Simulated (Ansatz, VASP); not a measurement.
# One calculation of Rh, two programs

```
CELL_PARAMETERS angstrom
0.00000 1.92875 1.92875
1.92875 0.00000 1.92875
1.92875 1.92875 0.00000
ATOMIC_POSITIONS crystal
Rh 0.00000 0.00000 0.00000
```

Alike in both runs: functional RPBE; k mesh 8 × 8 × 8; occupations gaussian, width 0.1 eV; no spin polarisation.

Ansatz relaxed the structure, and its values are those at the end. VASP's run is a single point on that final structure, the one shown.

```csv
,VASP,Ansatz
version,VASP 6.6.1,Ansatz 0.2.0
potentials or method,"VASP PAW PBE potentials, release 64 (Rh_pv), cutoff 500 eV","scalar-relativistic, plane waves, PAW"
valence electrons in the cell,15,17
```

|  | VASP | Ansatz | Ansatz less VASP |
| --- | --- | --- | --- |
| gap on the k mesh at the Fermi level (eV) | none | none | - |
| pressure (GPa) | 0.3 | 0.0 | -0.23 |

VASP's potentials were made for PBE, not for RPBE. A gap of «none» marks a metal or a gap that the smearing closes. The functional is the same, so the differences come from potentials, cutoffs and numerics. VASP's potentials hold 15 valence electrons a cell and Ansatz's 17, so a difference there can come from the potentials and not from the codes.
